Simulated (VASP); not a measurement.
A run of VASP 6.6.1 is set up as follows.

The input INCAR:

```
PREC = Accurate
ENCUT = 600
EDIFF = 1E-6
ISMEAR = 0
SIGMA = 0.1
LREAL = False
LASPH = True
NELM = 80
ALGO = Normal
ISIF = 3
LWAVE = False
LCHARG = False
GGA = PE
IBRION = 2
NSW = 100
EDIFFG = -0.01
```

KPOINTS

```
Automatic mesh
0
Gamma
  12 12 12
```

The input POSCAR:

```
InAs2
1.0
    0.0000000000      3.3449415690      3.3449415690
    3.3449415690      0.0000000000      3.3449415690
    3.3449415690      3.3449415690      0.0000000000
In As
1 2
Direct
    0.0000000000      0.0000000000      0.0000000000
    0.2500000000      0.2500000000      0.2500000000
    0.7500000000      0.7500000000      0.7500000000
```

Potentials or basis: VASP PAW PBE potentials, release 64 (In_d, As).

Command:

```bash
$ cat potpaw_PBE.64/In_d/POTCAR potpaw_PBE.64/As/POTCAR > POTCAR
$ mpirun -np 1 vasp_std > vasp.out
```

Problem. Predict the space group after relaxing (to 0.1 Å).

Solution. Fm-3m (No. 225).

Problem. Estimate the band gap on the k mesh.

Solution. Zero (an odd number of electrons rules out a gap without spin polarisation).

Final structure:
```xyz
3
Lattice="0.0000 3.3495 3.3495 3.3495 0.0000 3.3495 3.3495 3.3495 0.0000" Properties=species:S:1:pos:R:3 pbc="T T T"
In    0.0000    0.0000    0.0000
As    1.6748    1.6748    1.6748
As    5.0243    5.0243    5.0243
```

Caveat: spin-orbit coupling is left out, which moves the levels of the heavy elements; an odd number of electrons without spin polarisation forces a metal; a magnetic or distorted state may lie lower.
